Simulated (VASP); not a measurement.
# La (Fm-3m) in VASP: a series of runs, part 2 of 2

VASP 6.6.1. Earlier steps stand in the parts before.

## Step 3: Single point, PBE (volume scaled by 0.92)

INCAR

```
PREC     = Accurate       # precision mode
ENCUT    = 500            # plane-wave cutoff, eV
EDIFF    = 1E-6           # SCF threshold, eV
ISMEAR   = -1             # smearing method
SIGMA    = 0.1            # smearing width, eV
LREAL    = F              # projectors in reciprocal space
LASPH    = T              # aspherical terms in the spheres
NELM     = 200            # most SCF steps
ALGO     = Normal         # electronic algorithm
ISIF     = 2              # what is computed and relaxed
LWAVE    = F              # write WAVECAR
LCHARG   = F              # write CHGCAR
GGA      = PE             # functional
NBANDS   = 12             # bands
GGA_COMPAT= F            
LMAXMIX  = 6              # l up to which the mixer works
```

KPOINTS

```
regular mesh
0
Gamma
  12 12 12
```

POSCAR

```
La
1.0
    0.0000000000      2.5796710415      2.5796710415
    2.5796710415      0.0000000000      2.5796710415
    2.5796710415      2.5796710415      0.0000000000
La
1
Direct
    0.0000000000      0.0000000000      0.0000000000
```

Potentials or basis: VASP PAW PBE potentials, release 64 (La).

Run with:

```sh
cat potpaw_PBE.64/La/POTCAR > POTCAR
mpirun -np 1 vasp_std > vasp.out
```

OUTCAR:

```text
PREC = Accurate
   ENCUT = 500
   EDIFF = 1E-6
   ISMEAR = -1
   LREAL = F
   LASPH = T
   NELM = 200
   ISIF = 2
   GGA = PE

 ion  position               nearest neighbor table
   1  0.000  0.000  0.000-

  LATTYP: Found a face centered cubic cell.
 ALAT       =     5.1593420830

  Lattice vectors:

 A1 = (   0.0000000000,   2.5796710415,   2.5796710415)
 A2 = (   2.5796710415,   0.0000000000,   2.5796710415)
 A3 = (   2.5796710415,   2.5796710415,   0.0000000000)

Analysis of symmetry for initial positions (statically):
=====================================================================
 Subroutine PRICEL returns:
 Original cell was already a primitive cell.

 Routine SETGRP: Setting up the symmetry group for a
 face centered cubic supercell.

 Subroutine GETGRP returns: Found 48 space group operations
 (whereof 48 operations were pure point group operations)
 out of a pool of 48 trial point group operations.

The static configuration has the point symmetry O_h .

Analysis of symmetry for dynamics (positions and initial velocities):
=====================================================================
 Subroutine PRICEL returns:
 Original cell was already a primitive cell.

 Routine SETGRP: Setting up the symmetry group for a
 face centered cubic supercell.

 Subroutine GETGRP returns: Found 48 space group operations
 (whereof 48 operations were pure point group operations)
 out of a pool of 48 trial point group operations.

The dynamic configuration has the point symmetry O_h .

 Subroutine INISYM returns: Found 48 space group operations
 (whereof 48 operations are pure point group operations),
 and found     1 'primitive' translations

----------------------------------------------------------------------------------------

                                     Primitive cell

  volume of cell :      34.3339

  direct lattice vectors                    reciprocal lattice vectors
     0.000000000  2.579671042  2.579671042    -0.193823163  0.193823163  0.193823163
     2.579671042  0.000000000  2.579671042     0.193823163 -0.193823163  0.193823163
     2.579671042  2.579671042  0.000000000     0.193823163  0.193823163 -0.193823163

  length of vectors
     3.648205773  3.648205773  3.648205773     0.335711565  0.335711565  0.335711565

  position of ions in fractional coordinates (direct lattice)
     0.000000000  0.000000000  0.000000000

  ion indices of the primitive-cell ions
   primitive index   ion index
                 1           1

----------------------------------------------------------------------------------------

 KPOINTS: regular mesh

Automatic generation of k-mesh.
 Grid dimensions read from file:
 generate k-points for:   12   12   12

 Generating k-lattice:

  Cartesian coordinates                     Fractional coordinates (reciprocal lattice)
    -0.016151930  0.016151930  0.016151930     0.083333333  0.000000000  0.000000000
     0.016151930 -0.016151930  0.016151930     0.000000000  0.083333333  0.000000000
     0.016151930  0.016151930 -0.016151930     0.000000000  0.000000000  0.083333333

  Length of vectors
     0.027975964  0.027975964  0.027975964

  Shift w.r.t. Gamma in fractional coordinates (k-lattice)
     0.000000000  0.000000000  0.000000000

 Subroutine IBZKPT returns following result:
 ===========================================

 Found     72 irreducible k-points:

 Following reciprocal coordinates:
            Coordinates               Weight
  0.000000  0.000000  0.000000      1.000000
  0.083333  0.000000  0.000000      8.000000
  0.166667  0.000000  0.000000      8.000000
  0.250000  0.000000  0.000000      8.000000
  0.333333  0.000000  0.000000      8.000000
  0.416667  0.000000  0.000000      8.000000
[... 16 lines left out ...]
  0.500000  0.166667  0.000000     24.000000
 -0.416667  0.166667  0.000000     24.000000
 [... further k-points ...]
   k-points           NKPTS =     72   k-points in BZ     NKDIM =     72   number of bands    NBANDS=     12
   number of dos      NEDOS =    301   number of ions     NIONS =      1
   total plane-waves  NPLWV =  21952
   dimension x,y,z NGX =    28 NGY =   28 NGZ =   28
   dimension x,y,z NGXF=    56 NGYF=   56 NGZF=   56
   ions per type =               1
   NGX,Y,Z   is equivalent  to a cutoff of  12.76, 12.76, 12.76 a.u.
   NGXF,Y,Z  is equivalent  to a cutoff of  25.52, 25.52, 25.52 a.u.
 SYSTEM =  unknown system
   PREC   = accura    normal or accurate (medium, high low for compatibility)
   ISTART =      0    job   : 0-new  1-cont  2-samecut
   ICHARG =      2    charge: 1-file 2-atom 10-const
   ISPIN  =      1    spin polarized calculation?
   LNONCOLLINEAR =      F non collinear calculations
   LSORBIT =      F    spin-orbit coupling
   LASPH  =      T    aspherical Exc in radial PAW
   ENCUT  =  500.0 eV  36.75 Ry    6.06 a.u.   6.65  6.65  6.65*2*pi/ulx,y,z
   NELM   =    200;   NELMIN=  2; NELMDL= -5     # of ELM steps
   EDIFF  = 0.1E-05   stopping-criterion for ELM
   LREAL  =      F    real-space projection
   EDIFFG = 0.1E-04   stopping-criterion for IOM
   NSW    =      0    number of steps for IOM
   IBRION =     -1    ionic relax: 0-MD 1-quasi-New 2-CG
   NFREE  =      0    steps in history (QN), initial steepest desc. (CG)
   ISIF   =      2    stress and relaxation
   ISYM   =      2    0-nonsym 1-usesym 2-fastsym
   POTIM  = 0.5000    time-step for ionic-motion
   TEBEG  =    0.0;   TEEND  =   0.0 temperature during run
   PSTRESS=    0.0 pullay stress
   NELECT =      11.0000    total number of electrons
   NUPDOWN=      -1.0000    fix difference up-down
   EMIN   =  10.00;   EMAX   =-10.00  energy-range for DOS
   EFERMI =   0.00;   METHOD = LEGACY
   ISMEAR =    -1;   SIGMA  =   0.10  broadening in eV -4-tet -1-fermi 0-gaus
   EFERMI_NEDOS =   21; number of points for ismear=-14 and -15
   IALGO  =     38    algorithm
   IMIX   =      4    mixing-type and parameters
     AMIX     =   0.40;   BMIX     =  1.00
     AMIX_MAG =   1.60;   BMIX_MAG =  1.00
  volume/ion in A,a.u.               =      34.33       231.70
  Fermi-wavevector in a.u.,A,eV,Ry     =   1.120206  2.116883 17.073440  1.254862
  Thomas-Fermi vector in A             =   2.256851
   LORBIT       =      0    0 simple, 1 ext, 2 COOP (PROOUT), +10 PAW based schemes
   GGA     = PE    functional components
   LHFCALC =     F    Hartree Fock is set to
   AEXX    =    0.0000 exact exchange contribution
   IVDW    =     0    specifies the selected vdW correction
   LEPSILON=     F    determine dielectric tensor
   LRPA    =     F    only Hartree local field effects (RPA)
 non-spin polarized calculation
  energy-cutoff  :      500.00
  volume of cell :       34.33
 maximum number of plane-waves:       895
   NGX = 13   NGY = 13   NGZ = 13

 number of electron      11.0000000 magnetization

 Free energy of the ion-electron system (eV)
  ---------------------------------------------------
  ext. energy  EPLUGINS =         0.00000000
  ---------------------------------------------------
  free energy    TOTEN  =        -4.89575848 eV

  energy without entropy =       -4.84124308  energy(sigma->0) =       -4.86850078

 E-fermi :   8.6329     XC(G=0):  -9.8829

 val. band max:        8.6181067830   @ k =  -0.3333   0.4167   0.1667
 cond. band min:       8.6839426581   @ k =  -0.2500   0.2500   0.0833
 fundamental gap:      0.0658358750
 Fermi energy:         8.6328549058

 k-point     1 :       0.0000    0.0000    0.0000
  band No.  band energies     occupation
      1     -24.1177      2.00000
      2      -6.9423      2.00000
      3      -6.9423      2.00000
      4      -6.9423      2.00000
      5       5.5461      2.00000
      6      10.0166      0.00000
      7      10.1906      0.00000
      8      10.1906      0.00000
      9      10.1906      0.00000
     10      10.6081      0.00000
     11      10.6081      0.00000
     12      10.6081      0.00000
[... 331 lines left out ...]
 k-point    24 :      -0.4167    0.1667    0.0000
  band No.  band energies     occupation
      1     -23.8245      2.00000
      2      -8.5217      2.00000
      3      -7.5033      2.00000
      4      -7.2273      2.00000
      5       7.5675      1.99995
      6       8.7836      0.36268
      7      10.2793      0.00000
      8      10.4077      0.00000
      9      10.5847      0.00000
     10      10.6413      0.00000
     11      10.9052      0.00000
     12      11.1673      0.00000

 [... further k-points ...]

------------------------ aborting loop because EDIFF is reached ----------------------------------------

  FORCE on cell =-STRESS in cart. coord.  units (eV):
  Direction    XX          YY          ZZ          XY          YZ          ZX
  --------------------------------------------------------------------------------------
  -------------------------------------------------------------------------------------
  Total        0.4374225      0.4374225      0.4374225      0.0000000      0.0000000     -0.0000000
  in kB       20.4121479     20.4121479     20.4121479      0.0000000      0.0000000     -0.0000000
  external PRESSURE =      20.4121479 kB  Pullay stress =       0.0000000 kB

 VOLUME and BASIS-vectors are now :
 -----------------------------------------------------------------------------
  energy-cutoff  :      500.00
  volume of cell :       34.33
      direct lattice vectors                 reciprocal lattice vectors
     0.000000000  2.579671042  2.579671042    -0.193823163  0.193823163  0.193823163
     2.579671042  0.000000000  2.579671042     0.193823163 -0.193823163  0.193823163
     2.579671042  2.579671042  0.000000000     0.193823163  0.193823163 -0.193823163

 POSITION                                       TOTAL-FORCE (eV/Angst)
 -----------------------------------------------------------------------------------
      0.00000      0.00000      0.00000         0.000000      0.000000      0.000000
 -----------------------------------------------------------------------------------
    total drift:                                0.000000      0.000000      0.000000

  FREE ENERGIE OF THE ION-ELECTRON SYSTEM (eV)
  ---------------------------------------------------
  free  energy   TOTEN  =        -4.8957584773 eV

  energy  without entropy=       -4.8412430838  energy(sigma->0) =       -4.86850078
```

Wall time 51 s (1 thread of Intel Xeon 8259CL, shared host); peak memory 0.19 GiB.

Results:

| Item | Value |
| --- | --- |
| Free energy | -4.8958 eV |
| Pressure | 2.0 GPa |

Levels at points of the mesh, in eV from the Fermi level:
```
           k point  band 1  band 2  band 3  band 4  band 5  band 6  band 7  band 8  band 9  band 10
(0.00, 0.00, 0.00)  -32.75  -15.58  -15.58  -15.58   -3.09    1.38    1.56    1.56    1.56     1.98
(0.50, 0.00, 0.00)  -32.48  -17.31  -15.79  -15.79   -1.78    1.32    1.32    1.41    2.02     2.02
(0.50, 0.50, 0.00)  -32.40  -17.18  -16.19  -16.19   -2.17   -1.57    2.10    2.10    2.10     2.13
```

Caveat: spin-orbit coupling is left out, which moves the levels of the heavy elements.
